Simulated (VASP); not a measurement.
A run of VASP 6.6.1:

The input INCAR:

```
  ALGO = Normal
  EDIFF = 1E-6
  ENCUT = 600
  GGA = PE
  GGA_COMPAT = F
  ISIF = 2
  ISMEAR = 0
  LASPH = T
  LCHARG = F
  LREAL = F
  LWAVE = F
  NBANDS = 32
  NELM = 120
  PREC = Accurate
  SIGMA = 0.1
```

The input KPOINTS:

```
k-points
0
Gamma
  10 10 2
```

File POSCAR:

```
Be2S
1.0
    3.3134202497      0.0000000000      0.0000000000
    0.0000000000      3.2217002290      0.0000000000
    0.0000000000      0.0000000000     14.8901159019
Be S
8 4
Direct
    0.2488340898      0.7500000000      0.1839178262
    0.2511659102      0.2500000000      0.6839178262
    0.7511633990      0.7500000000      0.6974682952
    0.7488366010      0.2500000000      0.1974682952
    0.7488340898      0.7500000000      0.3160821738
    0.7511659102      0.2500000000      0.8160821738
    0.2488366010      0.2500000000      0.3025317048
    0.2511633990      0.7500000000      0.8025317048
    0.2511616225      0.2500000000      0.8977563519
    0.2488383775      0.7500000000      0.3977563519
    0.7511616225      0.2500000000      0.6022436481
    0.7488383775      0.7500000000      0.1022436481
```

Potentials or basis: VASP PAW PBE potentials, release 64 (Be, S).

Launch:

```bash
$ cat potpaw_PBE.64/Be/POTCAR potpaw_PBE.64/S/POTCAR > POTCAR
$ mpirun -np 1 vasp_std > vasp.out
```

Hardware: 1 thread of Oxide Virtual Turin-like Processor (shared host).

Problem. How long does it take, and how much memory?

Solution. Run time: 14 min on 1 thread of Oxide Virtual Turin-like Processor, with other jobs on the host, peak memory 0.47 GiB. Counts: scf iterations 15, k points 72.
